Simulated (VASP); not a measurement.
Input of a VASP 6.6.1 run:

The input INCAR:

```
SYSTEM = CaZn3
PREC     = Accurate       ! precision mode
ENCUT    = 600            ! plane-wave cutoff, eV
EDIFF    = 1E-6           ! SCF threshold, eV
ISMEAR   = 1              ! smearing method
SIGMA    = 0.15           ! smearing width, eV
LREAL    = .False.        ! projectors in reciprocal space
LASPH    = .True.         ! aspherical terms in the spheres
NELM     = 100            ! most SCF steps
ALGO     = Normal         ! electronic algorithm
ISIF     = 3              ! what is computed and relaxed
LWAVE    = .False.        ! write WAVECAR
LCHARG   = .False.        ! write CHGCAR
IBRION   = 2              ! ionic algorithm
NSW      = 100            ! ionic steps
EDIFFG   = -0.01          ! ionic threshold
```

KPOINTS

```
Automatic mesh
0
Gamma
  5 5 5
  0 0 0
```

The input POSCAR:

```
CaZn3
1.0
    4.3348400000      0.0000000000      0.0000000000
    0.0000000000      4.3348400000      0.0000000000
    0.0000000000      0.0000000000      4.3348400000
Ca Zn
1 3
Direct
    0.0000000000      0.0000000000      0.0000000000
    0.5000000000      0.5000000000      0.0000000000
    0.5000000000      0.0000000000      0.5000000000
    0.0000000000      0.5000000000      0.5000000000
```

Potentials or basis: VASP PAW LDA potentials, release 64 (Ca_sv, Zn).

Command:

```console
$ cat potpaw_LDA.64/Ca_sv/POTCAR potpaw_LDA.64/Zn/POTCAR > POTCAR
$ mpirun -np 1 vasp_std > vasp.out
```

Problem. Estimate the relaxed cell.

Solution. a = 4.171 Å, b = 4.171 Å, c = 4.171 Å, α = 90.00°, β = 90.00°, γ = 90.00°.

Problem. Estimate the relaxed volume.

Solution. 18.14 Å³/atom.

Problem. Estimate the space group after relaxing (to 0.1 Å).

Solution. Pm-3m (No. 221).

Problem. What does it give for the band gap on the k mesh?

Solution. Zero (bands 23 and 24 overlap by 1.10 eV).

Final structure:
```xyz
4
Lattice="4.1708 0.0000 0.0000 0.0000 4.1708 0.0000 0.0000 0.0000 4.1708" Properties=species:S:1:pos:R:3 pbc="T T T"
Ca    0.0000    0.0000    0.0000
Zn    2.0854    2.0854    0.0000
Zn    2.0854    0.0000    2.0854
Zn    0.0000    2.0854    2.0854
```
